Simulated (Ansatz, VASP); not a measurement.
**Te2Mo: VASP beside Ansatz**

```
Te Mo
1.0
     6.41437   -0.01862   -0.03586
    -0.01019    3.50847   -0.00700
    -0.29036   -0.07254   36.36040
Te Mo
4 2
Direct
  0.06709 0.74798 0.44224
  0.92710 0.25389 0.55688
  0.56950 0.24098 0.45877
  0.42059 0.76427 0.53995
  0.82259 0.74989 0.50191
  0.17475 0.27420 0.49769
```

Change from the starting cell: kmesh displaced: [2, 4, 1] Gamma-centred.

Alike in both runs: task single point; functional LDA; k mesh 2 × 4 × 1; occupations gaussian, width 0.1 eV; no spin polarisation.

|  | VASP | Ansatz |
| --- | --- | --- |
| version | VASP 6.6.1 | Ansatz 0.2.0 |
| potentials or method | VASP PAW LDA potentials, release 64 (Te, Mo_sv), cutoff 520 eV | scalar-relativistic, plane waves, PAW |
| valence electrons in the cell | 52 | 92 |

```tsv
	VASP	Ansatz	Ansatz less VASP
gap on the k mesh at the Fermi level (eV)	0.07	0.07	+0.004
least direct gap on the mesh (eV)	0.46	0.47	+0.009
rms of the force components (eV/Å)	0.478	0.488	+0.0095
```

LDA's correlation is that of Perdew and Zunger in VASP and of Perdew and Wang (1992) in Ansatz. Atom by atom the forces differ by 0.021 eV/Å (rms over components). VASP's potentials hold 52 valence electrons a cell and Ansatz's 92, so a difference there can come from the potentials and not from the codes.

The k mesh is coarse, so the values compare programs but aren't converged. Spin-orbit coupling is off throughout.
